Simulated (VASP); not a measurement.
HgH3, 4 atoms in the cell. The structure is hexagonal, space group P-6m2 (No. 187). Conventional cell: a = 2.847 Å, b = 2.847 Å, c = 8.982 Å, α = 90.00°, β = 90.00°, γ = 120.00°. Hg (site symmetry -6m2) has 6 H at 2.82 Å and 6 Hg at 2.85 Å within 3.7 Å. H (site symmetry -6m2) has 12 H at 2.74 to 2.85 Å within 3.6 Å. H (site symmetry 3m) has 9 H at 2.74 to 2.85 Å and 3 Hg at 2.82 Å within 3.6 Å. The cell was generated, and may not be a known phase.

* Program: VASP 6.6.1
* Task: relaxation of cell and atoms
* Functional: PBE
* Potentials or basis: VASP PAW PBE potentials, release 64 (Hg_sv_GW, H)
* Cutoff: 550 eV
* k mesh: 6 × 6 × 2
* Occupations: gaussian, width 0.1 eV
* Spin: no spin polarisation
* Dipole correction: no
* Further INCAR settings: ALGO = Normal; EDIFF = 1e-07; IBRION = 2; EDIFFG = -0.04; NSW = 90; ISIF = 3

Potentials or basis: VASP PAW PBE potentials, release 64 (Hg_sv_GW, H).

The run is started by

```sh
$ cat potpaw_PBE.64/Hg_sv_GW/POTCAR potpaw_PBE.64/H/POTCAR > POTCAR
$ mpirun -np 1 vasp_std > vasp.out
```

Hardware: 1 thread of Intel(R) Xeon(R) 6975P-C (Granite Rapids), on a shared host.

Question: How long does it take, and how much memory?

Answer: Wall time 110 s on 1 thread of Intel(R) Xeon(R) 6975P-C (Granite Rapids) (shared host), peak memory 0.22 GiB. Counts: scf iterations 159, k points 14, ion steps 12.
